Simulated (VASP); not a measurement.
Here is a VASP 6.6.1 calculation.

File INCAR:

```
SYSTEM = CsSnI3
PREC = Accurate
ENCUT = 600
EDIFF = 1E-7
ISMEAR = 0
SIGMA = 0.01
LREAL = .False.
LASPH = .True.
NELM = 100
ALGO = Normal
ISIF = 3
LWAVE = .False.
LCHARG = .False.
GGA = PE
IBRION = 2
NSW = 70
EDIFFG = -0.008
PSTRESS = 40.0
```

File KPOINTS:

```
Automatic mesh
0
Gamma
  6 6 6
  0 0 0
```

Contents of POSCAR:

```
CsSnI3
1.0
    6.0019680913      0.0000000000      0.0000000000
    0.0000000000      6.0019680913      0.0000000000
    0.0000000000      0.0000000000      6.0019680913
Cs Sn I
1 1 3
Direct
    0.0000000000      0.0000000000      0.0000000000
    0.5000000000      0.5000000000      0.5000000000
    0.0000000000      0.5000000000      0.5000000000
    0.5000000000      0.0000000000      0.5000000000
    0.5000000000      0.5000000000      0.0000000000
```

Potentials or basis: VASP PAW PBE potentials, release 64 (Cs_sv, Sn_d, I).

Command:

```sh
$ cat potpaw_PBE.64/Cs_sv/POTCAR potpaw_PBE.64/Sn_d/POTCAR potpaw_PBE.64/I/POTCAR > POTCAR
$ mpirun -np 1 vasp_std > vasp.out
```

Problem. Estimate the relaxed cell.

Solution. a = 5.931 Å, b = 5.931 Å, c = 5.931 Å, α = 90.00°, β = 90.00°, γ = 90.00°.

Problem. Estimate the band gap on the k mesh.

Solution. Zero (filled and empty bands touch).

Problem. What does it give for the relaxed volume?

Solution. 41.72 Å³/atom.

Final structure:
```xyz
5
Lattice="5.9308 0.0000 0.0000 0.0000 5.9308 0.0000 0.0000 0.0000 5.9308" Properties=species:S:1:pos:R:3 pbc="T T T"
Cs    0.0000    0.0000    0.0000
Sn    2.9654    2.9654    2.9654
I     0.0000    2.9654    2.9654
I     2.9654    0.0000    2.9654
I     2.9654    2.9654    0.0000
```

Caveat: the cell is relaxed towards a set pressure, so the run minimises the enthalpy, not the energy; semilocal functionals underestimate gaps, and a narrow one can read as zero; spin-orbit coupling is left out, which moves the levels of the heavy elements.
